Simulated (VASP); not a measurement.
# Tl (P6_3/mmc) in VASP: notebook

The runs below take Tl through single point, with PBE+D3(BJ).

Program: VASP 6.6.1. These are calculated values, not measurements. Logs are shortened: lines on timing, memory, paths and dates and some standing lists are left out, and cuts for length are marked.

### Step 1. The cell of the first run

The structure is hexagonal, space group P6_3/mmc (No. 194). The conventional cell has a = 3.570 Å, b = 3.570 Å, c = 5.528 Å, α = 90.00°, β = 90.00°, γ = 120.00°. Tl (site symmetry -6m2) has 12 Tl at 3.45 to 3.57 Å within 4.5 Å.

### Step 2. Single point, PBE+D3(BJ) (volume scaled by 1.03, then relaxed in part)

Input file INCAR:

```
SYSTEM = Tl
  PREC = Accurate
  ENCUT = 520
  EDIFF = 1E-6
  ISMEAR = 0
  SIGMA = 0.1
  LREAL = .False.
  LASPH = .True.
  NELM = 60
  ALGO = Fast
  ISIF = 2
  LWAVE = .False.
  LCHARG = .True.
  GGA = PE
  IVDW = 12
  LELF = .True.
  LVHAR = .True.
  NBANDS = 20
```

Input file KPOINTS:

```
regular mesh
0
Gamma
  15 15 8
  0 0 0
```

Input file POSCAR:

```
Tl
1.0
    3.5695581097      0.0000000000      0.0000000000
   -1.7847790548      3.0913280033      0.0000000000
    0.0000000000      0.0000000000      5.5275772587
Tl
2
Direct
    0.3333333333      0.6666666667      0.2500000000
    0.6666666667      0.3333333333      0.7500000000
```

Potentials or basis: VASP PAW PBE potentials, release 64 (Tl_d).

Started as:

```console
$ cat potpaw_PBE.64/Tl_d/POTCAR > POTCAR
$ mpirun -np 1 vasp_std > vasp.out
```

OUTCAR:

```text
SYSTEM = Tl
   PREC = Accurate
   ENCUT = 520
   EDIFF = 1E-6
   ISMEAR = 0
   LREAL = .False.
   LASPH = .True.
   NELM = 60
   ISIF = 2
   GGA = PE
   IVDW = 12
 IVDW          = 12

 ion  position               nearest neighbor table
   1  0.333  0.667  0.250-   2 3.45   2 3.45   2 3.45   2 3.45   2 3.45   2 3.45
   2  0.667  0.333  0.750-   1 3.45   1 3.45   1 3.45   1 3.45   1 3.45   1 3.45

  LATTYP: Found a hexagonal cell.
 ALAT       =     3.5695581097
 C/A-ratio  =     1.5485326443

  Lattice vectors:

 A1 = (   3.5695581097,   0.0000000000,   0.0000000000)
 A2 = (  -1.7847790548,   3.0913280033,   0.0000000000)
 A3 = (   0.0000000000,   0.0000000000,   5.5275772587)

Analysis of symmetry for initial positions (statically):
=====================================================================
 Subroutine PRICEL returns:
 Original cell was already a primitive cell.

 Routine SETGRP: Setting up the symmetry group for a
 hexagonal supercell.

 Subroutine GETGRP returns: Found 24 space group operations
 (whereof 12 operations were pure point group operations)
 out of a pool of 24 trial point group operations.

The static configuration has the point symmetry D_3d.
 The point group associated with its full space group is D_6h.

Analysis of symmetry for dynamics (positions and initial velocities):
=====================================================================
 Subroutine PRICEL returns:
 Original cell was already a primitive cell.

 Routine SETGRP: Setting up the symmetry group for a
 hexagonal supercell.

 Subroutine GETGRP returns: Found 24 space group operations
 (whereof 12 operations were pure point group operations)
 out of a pool of 24 trial point group operations.

The dynamic configuration has the point symmetry D_3d.
 The point group associated with its full space group is D_6h.

 Subroutine INISYM returns: Found 24 space group operations
 (whereof 12 operations are pure point group operations),
 and found     1 'primitive' translations

----------------------------------------------------------------------------------------

                                     Primitive cell

  volume of cell :      60.9950

  direct lattice vectors                    reciprocal lattice vectors
     3.569558110  0.000000000  0.000000000     0.280146721  0.161742785  0.000000000
    -1.784779055  3.091328003  0.000000000     0.000000000  0.323485570  0.000000000
     0.000000000  0.000000000  5.527577259     0.000000000  0.000000000  0.180911085

  length of vectors
     3.569558110  3.569558110  5.527577259     0.323485570  0.323485570  0.180911085

  position of ions in fractional coordinates (direct lattice)
     0.333333333  0.666666667  0.250000000
     0.666666667  0.333333333  0.750000000

  ion indices of the primitive-cell ions
   primitive index   ion index
                 1           1
                 2           2

----------------------------------------------------------------------------------------

 KPOINTS: regular mesh

Automatic generation of k-mesh.
 Grid dimensions read from file:
 generate k-points for:   15   15    8

 Generating k-lattice:

  Cartesian coordinates                     Fractional coordinates (reciprocal lattice)
     0.018676448  0.010782852  0.000000000     0.066666667  0.000000000  0.000000000
     0.000000000  0.021565705  0.000000000     0.000000000  0.066666667  0.000000000
     0.000000000  0.000000000  0.022613886     0.000000000  0.000000000  0.125000000

  Length of vectors
     0.021565705  0.021565705  0.022613886

  Shift w.r.t. Gamma in fractional coordinates (k-lattice)
     0.000000000  0.000000000  0.000000000

 Subroutine IBZKPT returns following result:
 ===========================================

 Found    135 irreducible k-points:

 Following reciprocal coordinates:
            Coordinates               Weight
  0.000000  0.000000  0.000000      1.000000
  0.066667 -0.000000  0.000000      6.000000
  0.133333  0.000000  0.000000      6.000000
  0.200000 -0.000000  0.000000      6.000000
  0.266667  0.000000  0.000000      6.000000
  0.333333  0.000000  0.000000      6.000000
[... 16 lines left out ...]
  0.333333  0.200000  0.000000     12.000000
  0.400000  0.200000  0.000000      6.000000
 [... further k-points ...]
   k-points           NKPTS =    135   k-points in BZ     NKDIM =    135   number of bands    NBANDS=     20
   number of dos      NEDOS =    301   number of ions     NIONS =      2
   total plane-waves  NPLWV =  32928
   dimension x,y,z NGX =    28 NGY =   28 NGZ =   42
   dimension x,y,z NGXF=    56 NGYF=   56 NGZF=   84
   ions per type =               2
   NGX,Y,Z   is equivalent  to a cutoff of  13.04, 13.04, 12.63 a.u.
   NGXF,Y,Z  is equivalent  to a cutoff of  26.08, 26.08, 25.26 a.u.
 SYSTEM =  Tl
   PREC   = accura    normal or accurate (medium, high low for compatibility)
   ISTART =      0    job   : 0-new  1-cont  2-samecut
   ICHARG =      2    charge: 1-file 2-atom 10-const
   ISPIN  =      1    spin polarized calculation?
   LNONCOLLINEAR =      F non collinear calculations
   LSORBIT =      F    spin-orbit coupling
   LASPH  =      T    aspherical Exc in radial PAW
   ENCUT  =  520.0 eV  38.22 Ry    6.18 a.u.   6.64  6.64 10.28*2*pi/ulx,y,z
   NELM   =     60;   NELMIN=  2; NELMDL= -5     # of ELM steps
   EDIFF  = 0.1E-05   stopping-criterion for ELM
   LREAL  =      F    real-space projection
   EDIFFG = 0.1E-04   stopping-criterion for IOM
   NSW    =      0    number of steps for IOM
   IBRION =     -1    ionic relax: 0-MD 1-quasi-New 2-CG
   NFREE  =      0    steps in history (QN), initial steepest desc. (CG)
   ISIF   =      2    stress and relaxation
   ISYM   =      2    0-nonsym 1-usesym 2-fastsym
   POTIM  = 0.5000    time-step for ionic-motion
   TEBEG  =    0.0;   TEEND  =   0.0 temperature during run
   PSTRESS=    0.0 pullay stress
   NELECT =      26.0000    total number of electrons
   NUPDOWN=      -1.0000    fix difference up-down
   EMIN   =  10.00;   EMAX   =-10.00  energy-range for DOS
   EFERMI =   0.00;   METHOD = LEGACY
   ISMEAR =     0;   SIGMA  =   0.10  broadening in eV -4-tet -1-fermi 0-gaus
   EFERMI_NEDOS =   21; number of points for ismear=-14 and -15
   IALGO  =     68    algorithm
   IMIX   =      4    mixing-type and parameters
     AMIX     =   0.40;   BMIX     =  1.00
     AMIX_MAG =   1.60;   BMIX_MAG =  1.00
  volume/ion in A,a.u.               =      30.50       205.81
  Fermi-wavevector in a.u.,A,eV,Ry     =   1.232067  2.328270 20.653511  1.517990
  Thomas-Fermi vector in A             =   2.366852
   LORBIT       =      0    0 simple, 1 ext, 2 COOP (PROOUT), +10 PAW based schemes
   GGA     = PE    functional components
   LHFCALC =     F    Hartree Fock is set to
   AEXX    =    0.0000 exact exchange contribution
   IVDW    =    12    specifies the selected vdW correction
   LEPSILON=     F    determine dielectric tensor
   LRPA    =     F    only Hartree local field effects (RPA)
 non-spin polarized calculation
 RMM-DIIS sequential band-by-band and
 Gauss-broadening in eV      SIGMA  =   0.10
  energy-cutoff  :      520.00
  volume of cell :       61.00
 maximum number of plane-waves:      1701
 NGX is ok and might be reduce to    28
   NGX = 13   NGY = 13   NGZ = 21

 number of electron      26.0000004 magnetization

 Free energy of the ion-electron system (eV)
  ---------------------------------------------------
  ext. energy  EPLUGINS =         0.00000000
  ---------------------------------------------------
  free energy    TOTEN  =        -4.44946500 eV

  energy without entropy =       -4.44593372  energy(sigma->0) =       -4.44769936

 E-fermi :   5.9318     XC(G=0):  -9.8709

 val. band max:        5.9187452092   @ k =   0.2667   0.1333   0.0000
 cond. band min:       5.9386654734   @ k =   0.0667   0.0667   0.2500
 fundamental gap:      0.0199202642
 Fermi energy:         5.9317514460

 k-point     1 :       0.0000    0.0000    0.0000
  band No.  band energies     occupation
      1      -5.7611      2.00000
      2      -5.5643      2.00000
      3      -5.5643      2.00000
      4      -5.5568      2.00000
      5      -5.5152      2.00000
      6      -5.5152      2.00000
[... 12 lines left out ...]
     19      16.0216      0.00000
     20      16.8977      0.00000

 k-point     2 :       0.0667   -0.0000    0.0000
  band No.  band energies     occupation
      1      -5.7504      2.00000
      2      -5.5925      2.00000
      3      -5.5492      2.00000
      4      -5.5258      2.00000
      5      -5.5147      2.00000
      6      -5.5130      2.00000
[... 12 lines left out ...]
     19      16.5623      0.00000
     20      16.6884      0.00000

 k-point     3 :       0.1333    0.0000    0.0000
  band No.  band energies     occupation
      1      -5.7322      2.00000
      2      -5.6147      2.00000
      3      -5.5371      2.00000
      4      -5.5328      2.00000
      5      -5.5171      2.00000
      6      -5.5062      2.00000
[... 12 lines left out ...]
     19      15.8527      0.00000
     20      17.4251      0.00000

 k-point     4 :       0.2000   -0.0000    0.0000
  band No.  band energies     occupation
      1      -5.7433      2.00000
      2      -5.6095      2.00000
      3      -5.5767      2.00000
      4      -5.5607      2.00000
      5      -5.5147      2.00000
      6      -5.4426      2.00000
[... 12 lines left out ...]
     19      15.3275      0.00000
     20      17.0853      0.00000

 k-point     5 :       0.2667    0.0000    0.0000
  band No.  band energies     occupation
      1      -5.7806      2.00000
      2      -5.6278      2.00000
      3      -5.6076      2.00000
      4      -5.5906      2.00000
      5      -5.4903      2.00000
      6      -5.3691      2.00000
[... 12 lines left out ...]
     19      14.8343      0.00000
     20      16.4331      0.00000
[... 353 lines left out ...]
      6      -5.3762      2.00000
[... 12 lines left out ...]
     19      14.2365      0.00000
     20      17.2594      0.00000

 k-point    22 :       0.2667    0.2000    0.0000
  band No.  band energies     occupation
      1      -5.7593      2.00000
      2      -5.7086      2.00000
      3      -5.6347      2.00000
      4      -5.5906      2.00000
      5      -5.4100      2.00000
      6      -5.4097      2.00000
[... 12 lines left out ...]
     19      13.6478      0.00000
     20      17.3016      0.00000

 k-point    23 :       0.3333    0.2000    0.0000
  band No.  band energies     occupation
      1      -5.7909      2.00000
      2      -5.7272      2.00000
      3      -5.5976      2.00000
      4      -5.5853      2.00000
      5      -5.4361      2.00000
      6      -5.3958      2.00000
[... 12 lines left out ...]
     19      13.3325      0.00000
     20      17.1621      0.00000

 k-point    24 :       0.4000    0.2000    0.0000
  band No.  band energies     occupation
      1      -5.8020      2.00000
      2      -5.7337      2.00000
      3      -5.5834      2.00000
      4      -5.5821      2.00000
      5      -5.4467      2.00000
      6      -5.3825      2.00000
[... 12 lines left out ...]
     19      13.2334      0.00000
     20      17.1110      0.00000

 [... further k-points ...]

------------------------ aborting loop because EDIFF is reached ----------------------------------------

 Edisp (eV)   -0.64133

 E8    (eV) :    -0.3352

  FORCE on cell =-STRESS in cart. coord.  units (eV):
  Direction    XX          YY          ZZ          XY          YZ          ZX
  --------------------------------------------------------------------------------------
  -------------------------------------------------------------------------------------
  Total      -0.35198    -0.35198    -0.37042    -0.00000    -0.00000     0.00000
  in kB      -9.24555    -9.24555    -9.72982    -0.00000    -0.00000     0.00000
  external pressure =       -9.41 kB  Pullay stress =        0.00 kB

 VOLUME and BASIS-vectors are now :
 -----------------------------------------------------------------------------
  energy-cutoff  :      520.00
  volume of cell :       61.00
      direct lattice vectors                 reciprocal lattice vectors
     3.569558110  0.000000000  0.000000000     0.280146721  0.161742785  0.000000000
    -1.784779055  3.091328003  0.000000000     0.000000000  0.323485570  0.000000000
     0.000000000  0.000000000  5.527577259     0.000000000  0.000000000  0.180911085

 POSITION                                       TOTAL-FORCE (eV/Angst)
 -----------------------------------------------------------------------------------
     -0.00000      2.06089      1.38189         0.000000     -0.000000      0.000000
      1.78478      1.03044      4.14568        -0.000000      0.000000      0.000000
 -----------------------------------------------------------------------------------
    total drift:                                0.000000     -0.000000      0.000000

  FREE ENERGIE OF THE ION-ELECTRON SYSTEM (eV)
  ---------------------------------------------------
  free  energy   TOTEN  =        -5.0907907883 eV

  energy  without entropy=       -5.0872595092  energy(sigma->0) =       -5.08902515
```

Wall time 67 s (1 thread of Intel Xeon Platinum 8488C (Sapphire Rapids), shared host); peak memory 0.28 GiB.

What came out:

| Quantity | Value |
| --- | --- |
| Free energy | -5.0908 eV |
| Pressure | -0.9 GPa |
| Band gap on the k mesh | zero (band 13 reaches 9.53 eV, above the bottom of band 14 at 3.92 eV) |
| Dispersion energy per atom | -0.321 eV |

Caveat: spin-orbit coupling is left out, which moves the levels of the heavy elements; pairwise dispersion overbinds metals, which lowers pressure and volume.

(Continued in part 2 of 2.)
